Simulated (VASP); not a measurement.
# Sb: single point with PBEsol

Crystal: Sb.

```xyz
1
Lattice="3.0204 0.0000 0.0000 0.0000 3.0204 0.0000 0.0000 0.0000 3.0204" Properties=species:S:1:pos:R:3 pbc="T T T"
Sb    0.0000    0.0000    0.0000
```

```yaml
Program: VASP 6.6.1
Task: single point
Functional: PBEsol
Potentials_or_basis: VASP PAW PBE potentials, release 64 (Sb)
Cutoff: 520 eV
k_mesh: 21 × 21 × 21
Occupations: fermi-dirac, width 0.15 eV
Spin: no spin polarisation
```

| Property | Result |
| --- | --- |
| Pressure | 3.0 GPa |

Levels at points of the mesh, in eV from the Fermi level:
```tsv
k point	band 1	band 2	band 3	band 4	band 5	band 6
(0.00, 0.00, 0.00)	-13.03	3.47	3.47	3.47	7.05	7.05
```

It took 36 s on 1 thread of Intel Xeon 8259CL, on a shared host, peak memory 0.18 GiB.

Caveat: the PAW data sets were made with another functional, which shifts forces and pressure a little; spin-orbit coupling is left out, which moves the levels of the heavy elements.
